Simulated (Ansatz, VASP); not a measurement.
# NaF in VASP and in Ansatz

Contents of POSCAR:

```
NaF
1.0
    3.8680668627      0.0000000000      0.0000000000
   -1.9340334314      3.3498441666      0.0000000000
    0.0000000000      0.0000000000      4.5514117151
Na F
2 2
Direct
    0.3333333333      0.6666666667      0.2500000000
    0.6666666667      0.3333333333      0.7500000000
    0.6666666667      0.3333333333      0.2500000000
    0.3333333333      0.6666666667      0.7500000000
```

The input INCAR.step1:

```
SYSTEM = NaF
PREC = Accurate
ENCUT = 520
ISMEAR = 0
SIGMA = 0.01
LREAL = .FALSE.
LASPH = .TRUE.
NELM = 80
NBANDS = 22
GGA = PE
ALGO = Normal
EDIFF = 1E-4
LWAVE = .TRUE.
LCHARG = .FALSE.
```

The input INCAR.step2:

```
SYSTEM = NaF
PREC = Accurate
ENCUT = 520
EDIFF = 1E-6
ISMEAR = 0
SIGMA = 0.01
LREAL = .FALSE.
LASPH = .TRUE.
NELM = 80
ALGO = Normal
ISIF = 2
LWAVE = .FALSE.
LCHARG = .TRUE.
METAGGA = R2SCAN
LMIXTAU = .TRUE.
LELF = .TRUE.
LVHAR = .TRUE.
NBANDS = 22
ISTART = 1
```

KPOINTS

```
Automatic mesh
0
G
  12 12 6
  0 0 0
```

Input for Ansatz:

```yaml
crystal:
  lattice:
    - [3.8680668627, 0.0, 0.0]
    - [-1.9340334314, 3.3498441666, 0.0]
    - [0.0, 0.0, 4.5514117151]
  atoms:
    - { symbol: Na, position: [0.3333333333, 0.6666666667, 0.25] }
    - { symbol: Na, position: [0.6666666667, 0.3333333333, 0.75] }
    - { symbol: F, position: [0.6666666667, 0.3333333333, 0.25] }
    - { symbol: F, position: [0.3333333333, 0.6666666667, 0.75] }
kpoints:
  mp_grid: { grid: [12, 12, 6] }
  band_path:
    path:
      - [0.0, 0.0, 0.0]
      - [0.5, 0.0, 0.0]
      - [0.3333333333, 0.3333333333, 0.0]
      - [0.0, 0.0, 0.5]
      - [0.5, 0.0, 0.5]
      - [0.3333333333, 0.3333333333, 0.5]
    npoints: 1
hamiltonian:
  xc: r2scan
scf:
  occupations: { method: fixed }
  n_extra_bands: 5
output:
  forces: true
  stress: true
  eigenvalues: true
```

Alike in both runs: task single point; functional r2SCAN; k mesh 12 × 12 × 6; no spin polarisation.

|  | VASP | Ansatz |
| --- | --- | --- |
| version | VASP 6.6.1 | Ansatz 0.2.0 |
| potentials or method | VASP PAW PBE potentials, release 64 (Na_pv, F) | plane waves, PAW |
| plane-wave cutoff (eV) | 520 | 500 |
| occupations | gaussian, width 0.01 eV | fixed |
| valence electrons in the cell | 28 | 32 |

```tsv
	VASP	Ansatz	Ansatz less VASP
gap on the k mesh at the Fermi level (eV)	6.35	6.34	-0.015
pressure (GPa)	-0.5	0.0	+0.53
```

VASP's potentials were made for PBE, not for r2SCAN. VASP's potentials hold 28 valence electrons a cell and Ansatz's 32, so a difference there can come from the potentials and not from the codes.
